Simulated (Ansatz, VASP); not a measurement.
## Ge in VASP and in Ansatz

```
Ge
1.0
     2.96440    1.71150    6.22501
    -2.96440    1.71150    6.22501
     0.00000   -3.42300    6.22501
Ge
7
Direct
  0.24132 0.79218 0.79218
  0.79218 0.79218 0.24132
  0.79218 0.24132 0.79218
  0.75868 0.20782 0.20782
  0.20782 0.20782 0.75868
  0.20782 0.75868 0.20782
  0.50000 0.50000 0.50000
```

Alike in both runs: functional PBE; k mesh 6 × 6 × 6; occupations gaussian, width 0.1 eV; no spin polarisation.

Ansatz relaxed the structure, and its values are those at the end. VASP's run is a single point on that final structure, the one shown.

|  | VASP | Ansatz |
| --- | --- | --- |
| version | VASP 6.6.1 | Ansatz 0.2.0 |
| potentials or method | VASP PAW PBE potentials, release 64 (Ge_d), cutoff 520 eV | scalar-relativistic, plane waves, PAW |
| valence electrons in the cell | 98 | 98 |

|  | VASP | Ansatz | Ansatz less VASP |
| --- | --- | --- | --- |
| gap on the k mesh at the Fermi level (eV) | none | none | - |
| pressure (GPa) | 0.0 | 0.0 | -0.01 |
| rms of the force components (eV/Å) | 0.011 | 0.007 | -0.0046 |

A gap of «none» marks a metal or a gap that the smearing closes. With one functional, cell and mesh, what is left measures potentials, basis and numerics.
